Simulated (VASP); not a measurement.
Wanted: the native input for a VASP 6.6.1 run.

| Quantity | Value |
| --- | --- |
| Task | single point |
| Functional | LDA |
| Potentials or basis | VASP PAW LDA potentials, release 64 (Ti_sv, O) |
| Cutoff | 520 eV |
| k mesh | 7 × 7 × 10 |
| Occupations | fermi-dirac, width 0.05 eV |
| Spin | no spin polarisation |
| Dipole correction | no |
| Further INCAR settings | ALGO = Normal; EDIFF = 1e-06; NBANDS = 33 |

The structure of TiO2 lies in POSCAR:

```
TiO2
1.0
    4.5940000000     -0.0459400000     -0.0459400000
   -0.0459400000      4.5940000000     -0.0459400000
   -0.0295900000     -0.0295900000      2.9590000000
Ti O
2 4
Direct
    0.0000000000      0.0000000000      0.0000000000
    0.5000000000      0.5000000000      0.5000000000
    0.3060000000      0.3060000000      0.0000000000
    0.1940000000      0.8060000000      0.5000000000
    0.6940000000      0.6940000000      0.0000000000
    0.8060000000      0.1940000000      0.5000000000
```

This cell differs from its parent crystal: equal xy, yz and zx shear strains of -2 %.

The input as run:

INCAR

```
PREC     = Accurate       # precision mode
ENCUT    = 520            # plane-wave cutoff, eV
EDIFF    = 1E-6           # SCF threshold, eV
ISMEAR   = -1             # smearing method
SIGMA    = 0.05           # smearing width, eV
LREAL    = False          # projectors in reciprocal space
LASPH    = True           # aspherical terms in the spheres
NELM     = 80             # most SCF steps
ALGO     = Normal         # electronic algorithm
ISIF     = 2              # what is computed and relaxed
LWAVE    = False          # write WAVECAR
LCHARG   = True           # write CHGCAR
GGA      = CA             # functional
LELF     = True           # ELF
LVHAR    = True         
NBANDS   = 33             # bands
```

KPOINTS

```
Automatic mesh
0
Gamma
  7 7 10
```

Potentials or basis: VASP PAW LDA potentials, release 64 (Ti_sv, O).

Command:

```console
$ cat potpaw_LDA.64/Ti_sv/POTCAR potpaw_LDA.64/O/POTCAR > POTCAR
$ mpirun -np 1 vasp_std > vasp.out
```

Results of the run:

- Pressure: -6.5 GPa
- Largest force: 0.269 eV/Å
- Band gap on the k mesh: 1.83 eV

Caveat: the cell differs from its parent crystal (equal xy, yz and zx shear strains of -2 %); the cell stands under tension.

It took 120 s on 1 thread of Intel(R) Xeon(R) 6975P-C (Granite Rapids) (shared host), peak memory 0.32 GiB.
